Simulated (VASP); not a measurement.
Here is a VASP 6.6.1 calculation.

Contents of INCAR:

```
PREC     = Accurate       # precision mode
ENCUT    = 520            # plane-wave cutoff, eV
EDIFF    = 1E-7           # SCF threshold, eV
ISMEAR   = -1             # smearing method
SIGMA    = 0.05           # smearing width, eV
LREAL    = False          # projectors in reciprocal space
LASPH    = True           # aspherical terms in the spheres
NELM     = 60             # most SCF steps
ALGO     = Normal         # electronic algorithm
ISIF     = 2              # what is computed and relaxed
LWAVE    = False          # write WAVECAR
LCHARG   = False          # write CHGCAR
NBANDS   = 14             # bands
```

File KPOINTS:

```
regular mesh
0
Gamma
  11 11 6
```

Contents of POSCAR:

```
Na
1.0
    3.7795160430      0.0000000000      0.0000000000
   -1.8897580215      3.2731569073      0.0000000000
    0.0000000000      0.0000000000      6.1744453329
Na
2
Direct
    0.3333333333      0.6666666667      0.2500000000
    0.6666666667      0.3333333333      0.7500000000
```

Potentials or basis: VASP PAW LDA potentials, release 64 (Na_pv).

The run is started by

```bash
$ cat potpaw_LDA.64/Na_pv/POTCAR > POTCAR
$ mpirun -np 1 vasp_std > vasp.out
```

(1) What does it give for the pressure?

(2) Estimate the band gap on the k mesh.

## Answers

(1) -1.0 GPa.

(2) zero (band 7 reaches 1.85 eV, above the bottom of band 8 at -2.13 eV).
